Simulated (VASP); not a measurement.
Hf: single point with PBE

The system is Hf.

```
CELL_PARAMETERS angstrom
3.20461 0.00000 0.00000
-1.60231 2.77528 0.00000
0.00000 0.00000 5.06847
ATOMIC_POSITIONS crystal
Hf 0.33333 0.66667 0.25000
Hf 0.66667 0.33333 0.75000
```

```yaml
Program: VASP 6.6.1
Task: single point
Functional: PBE
Potentials_or_basis: VASP PAW PBE potentials, release 64 (Hf_pv)
Cutoff: 520 eV
k_mesh: 18 × 18 × 8
Occupations: gaussian, width 0.1 eV
Spin: no spin polarisation
```

```json
{
  "Pressure": "-0.4 GPa",
  "Band gap on the k mesh": "zero (bands 10 and 11 overlap by 1.59 eV)"
}
```

Stress tensor (GPa, compression positive):
```
-0.32  0.00  0.00
 0.00 -0.32  0.00
 0.00  0.00 -0.42
```

Levels at points of the mesh, in eV from the Fermi level:
| k point | band 6 | band 7 | band 8 | band 9 | band 10 | band 11 | band 12 | band 13 | band 14 | band 15 |
| --- | --- | --- | --- | --- | --- | --- | --- | --- | --- | --- |
| (0.00, 0.00, 0.00) | -30.24 | -7.37 | -3.70 | 0.61 | 1.17 | 1.17 | 1.44 | 1.98 | 1.98 | 2.61 |
| (0.50, 0.00, 0.00) | -30.33 | -3.35 | -2.73 | -2.21 | -0.83 | 0.78 | 0.85 | 1.66 | 5.83 | 6.33 |
| (0.00, 0.00, 0.50) | -30.31 | -5.40 | -5.40 | 0.14 | 0.14 | 1.06 | 1.06 | 1.06 | 1.06 | 4.75 |
| (0.50, 0.00, 0.50) | -30.44 | -3.39 | -3.39 | -0.98 | -0.98 | 1.14 | 1.14 | 2.62 | 2.62 | 6.03 |

Wall time 2.5 min on 1 thread of Intel Xeon 8259CL (shared host), peak memory 0.25 GiB.

Caveat: spin-orbit coupling is left out, which moves the levels of the heavy elements.
